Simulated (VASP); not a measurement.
The system is SnTe.

```
CELL_PARAMETERS angstrom
2.19724 1.26857 3.85949
-2.19724 1.26857 3.85949
0.00000 -2.53715 3.85949
ATOMIC_POSITIONS crystal
Sn 0.99222 0.99222 0.99222
Te 0.52878 0.52878 0.52878
```

```yaml
Program: VASP 6.6.1
Task: relaxation of cell and atoms
Functional: PBE
Dispersion: D3(BJ)
Potentials_or_basis: VASP PAW PBE potentials, release 64 (Sn_d, Te)
Cutoff: 600 eV
k_mesh: 12 × 12 × 12
Occupations: gaussian, width 0.02 eV
Spin: no spin polarisation
```

At the start: pressure 1.4 GPa; volume 32.27 Å³/atom.

Where does the relaxation end?

Over 25 steps the energy falls by 40.5 meV/atom and the volume is 31.39 Å³/atom (-2.7 %); space group R3m (No. 160, to 0.1 Å) before, Fm-3m (No. 225, to 0.1 Å).

Step by step:
```csv
step,energy change (eV),largest force (eV/Å),pressure (GPa),volume (Å³)
1,0.0000,0.5877,1.39,64.55
2,-0.0310,0.2128,-0.34,67.20
3,-0.0319,0.1458,-0.51,67.77
4,-0.0389,0.1610,-0.69,66.93
5,-0.0598,0.1838,-0.13,64.43
6,-0.0453,0.1673,2.99,59.59
7,-0.0650,0.1935,0.71,62.84
8,-0.0690,0.1576,0.58,62.81
9,-0.0767,0.0809,0.33,62.70
10,-0.0780,0.0070,0.25,62.44
11,-0.0792,0.0293,0.24,62.54
12,-0.0800,0.0233,-0.07,62.95
13,-0.0800,0.0218,-0.13,63.05
14,-0.0803,0.0185,-0.07,62.95
15,-0.0804,0.0174,-0.02,62.87
16,-0.0805,0.0173,0.00,62.84
17,-0.0805,0.0153,0.02,62.85
18,-0.0806,0.0140,-0.02,62.86
19,-0.0807,0.0085,-0.06,62.89
20,-0.0808,0.0016,-0.14,62.94
21,-0.0809,0.0013,-0.09,62.92
22,-0.0809,0.0010,-0.03,62.86
23,-0.0809,0.0002,0.05,62.76
24,-0.0809,0.0017,-0.04,62.81
25,-0.0809,0.0000,0.01,62.78
```

Final structure:
```xyz
2
Lattice="2.2302 1.2876 3.6437 -2.2302 1.2876 3.6437 0.0000 -2.5752 3.6437" Properties=species:S:1:pos:R:3 pbc="T T T"
Sn    0.0000    0.0000    0.1117
Te    0.0000    0.0000    5.5834
```
